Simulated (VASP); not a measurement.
Write the native input for VASP 6.6.1 that does the following.

- Task: single point
- Functional: r2SCAN
- Potentials or basis: VASP PAW PBE potentials, release 64 (Sr_sv, Ti_sv, O)
- Cutoff: 520 eV
- k mesh: 8 × 8 × 8
- Occupations: gaussian, width 0.02 eV
- Spin: no spin polarisation
- Dipole correction: no
- Further INCAR settings: ALGO = Normal; EDIFF = 1e-06; NBANDS = 28

The system is SrTiO3 (Tausonite).

```
Sr Ti O
1.0
     3.90685    0.00000    0.00000
     0.00000    3.90685    0.00000
     0.00000    0.00000    3.90685
Sr Ti O
1 1 3
Direct
  0.50000 0.50000 0.50000
  0.00000 0.00000 0.00000
  0.50000 0.00000 0.00000
  0.00000 0.50000 0.00000
  0.00000 0.00000 0.50000
```

These files were run (other wordings do the same):

POSCAR

```
SrTiO3
1.0
    3.9068462000      0.0000000000      0.0000000000
    0.0000000000      3.9068462000      0.0000000000
    0.0000000000      0.0000000000      3.9068462000
Sr Ti O
1 1 3
Direct
    0.5000000000      0.5000000000      0.5000000000
    0.0000000000      0.0000000000      0.0000000000
    0.5000000000      0.0000000000      0.0000000000
    0.0000000000      0.5000000000      0.0000000000
    0.0000000000      0.0000000000      0.5000000000
```

INCAR.step1

```
SYSTEM = SrTiO3
ALGO = Normal ; EDIFF = 1E-4
ENCUT = 520 ; GGA = PE
ISMEAR = 0 ; LASPH = .True.
LCHARG = .False. ; LREAL = .False.
LWAVE = .True. ; NBANDS = 28
NELM = 100 ; PREC = Accurate
SIGMA = 0.02
```

INCAR.step2

```
SYSTEM = SrTiO3
ALGO = Normal ; EDIFF = 1E-6
ENCUT = 520 ; ISIF = 2
ISMEAR = 0 ; ISTART = 1
LASPH = .True. ; LCHARG = .False.
LMIXTAU = .True. ; LREAL = .False.
LWAVE = .False. ; METAGGA = R2SCAN
NBANDS = 28 ; NELM = 100
PREC = Accurate ; SIGMA = 0.02
```

KPOINTS

```
k-points
0
Gamma
  8 8 8
  0 0 0
```

Potentials or basis: VASP PAW PBE potentials, release 64 (Sr_sv, Ti_sv, O).

Launch:

```bash
$ cat potpaw_PBE.64/Sr_sv/POTCAR potpaw_PBE.64/Ti_sv/POTCAR potpaw_PBE.64/O/POTCAR > POTCAR
$ cp INCAR.step1 INCAR
$ mpirun -np 1 vasp_std > vasp.out
$ cp INCAR.step2 INCAR
$ mpirun -np 1 vasp_std > vasp.out
```

Results of the run:

```json
{
  "Pressure": "0.9 GPa",
  "Band gap on the k mesh": "2.27 eV, indirect (least direct gap 2.66 eV)"
}
```

Caveat: the PAW data sets were made with another functional, which shifts forces and pressure a little.

It took 110 s on 1 thread of Intel(R) Xeon(R) 6975P-C (Granite Rapids) (shared host), peak memory 0.21 GiB.
